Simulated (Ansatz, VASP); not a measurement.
One calculation of Ru2F, two programs

```
CELL_PARAMETERS angstrom
4.89252 0.00000 0.00000
0.00000 2.68638 0.00000
-1.67166 0.00000 6.17347
ATOMIC_POSITIONS crystal
Ru 0.80136 0.75000 0.90341
Ru 0.21606 0.25000 0.45895
Ru 0.19864 0.25000 0.09659
Ru 0.78394 0.75000 0.54105
F 0.39843 0.25000 0.82373
F 0.60157 0.75000 0.17627
```

Change from the starting cell: the structure that the rattled cell fell into.

Alike in both runs: task relaxation of cell and atoms; functional PBE; k mesh 8 × 14 × 6; occupations gaussian, width 0.1 eV; no spin polarisation.

|  | VASP | Ansatz |
| --- | --- | --- |
| version | VASP 6.6.1 | Ansatz 0.2.0 |
| potentials or method | VASP PAW PBE potentials, release 64 (Ru_pv, F), cutoff 600 eV | scalar-relativistic, plane waves, PAW |
| valence electrons in the cell | 70 | 78 |

Ansatz gave:

```
gap on the k mesh at the Fermi level, each at its own relaxed structure (eV) : none
relaxed volume (Å³/atom)                                                     : 13.53
relaxed length of the cell vector where the two differ most in proportion (Å)              : 2.679
```

Question: What did VASP give for the same quantities?

Answer: gap on the k mesh at the Fermi level, each at its own relaxed structure (eV): none; relaxed volume (Å³/atom): 13.52; relaxed length of the cell vector where the two differ most in proportion (Å): 2.677.

A gap of «none» marks a metal or a gap that the smearing closes. VASP's potentials hold 70 valence electrons a cell and Ansatz's 78, so a difference there can come from the potentials and not from the codes.
